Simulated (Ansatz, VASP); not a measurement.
# Two plane-wave programs on ZnS

Contents of INCAR:

```
PREC = Accurate
ENCUT = 520
EDIFF = 1E-6
ISMEAR = 0
SIGMA = 0.05
LREAL = F
LASPH = T
NELM = 80
ALGO = Normal
ISIF = 2
LWAVE = F
LCHARG = F
GGA = PE
NBANDS = 26
```

KPOINTS

```
regular mesh
0
Gamma
  9 9 4
```

Contents of POSCAR:

```
ZnS
1.0
    3.8455587354      0.0000000000      0.0000000000
   -1.9227793677      3.3303515566      0.0000000000
    0.0000000000      0.0000000000      6.3037246812
Zn S
2 2
Direct
    0.3235295635      0.6470591271      0.0052003729
    0.6764704365      0.3529408729      0.5052003729
    0.3412557568      0.6825115136      0.3797996271
    0.6587442432      0.3174884864      0.8797996271
```

Input for Ansatz:

```yaml
crystal:
  lattice:
    - [3.8455587354, 0.0, 0.0]
    - [-1.9227793677, 3.3303515566, 0.0]
    - [0.0, 0.0, 6.3037246812]
  atoms:
    - { symbol: Zn, position: [0.3235295635, 0.6470591271, 0.0052003729] }
    - { symbol: Zn, position: [0.6764704365, 0.3529408729, 0.5052003729] }
    - { symbol: S, position: [0.3412557568, 0.6825115136, 0.3797996271] }
    - { symbol: S, position: [0.6587442432, 0.3174884864, 0.8797996271] }
basis:
  ecutwfc: 520.0
kpoints:
  mp_grid: { grid: [9, 9, 4] }
hamiltonian:
  xc: pbe
scf:
  occupations: { method: gaussian, width: 0.05 }
output:
  forces: true
  stress: true
  eigenvalues: true
```

Change from the starting cell: mode 4 frozen in at +0.000 Å and mode 5 at -0.065 Å (largest displacements).

Alike in both runs: task single point; functional PBE; k mesh 9 × 9 × 4; occupations gaussian, width 0.05 eV; no spin polarisation.

```csv
,VASP,Ansatz
version,VASP 6.6.1,Ansatz 0.2.0
potentials or method,"VASP PAW PBE potentials, release 64 (Zn, S), cutoff 520 eV","scalar-relativistic, plane waves, PAW"
valence electrons in the cell,36,36
```

Ansatz gave:

- gap on the k mesh at the Fermi level (eV): 2.06
- least direct gap on the mesh (eV): 2.06
- pressure (GPa): 0.0
- traceless stress, the component that is largest in VASP (GPa): 0.12
- rms of the force components (eV/Å): 0.034

Estimate VASP's values.

gap on the k mesh at the Fermi level (eV): 2.06; least direct gap on the mesh (eV): 2.06; pressure (GPa): 0.1; traceless stress, the component that is largest in VASP (GPa): 0.12; rms of the force components (eV/Å): 0.034.

Atom by atom the forces differ by 0.001 eV/Å (rms over components).
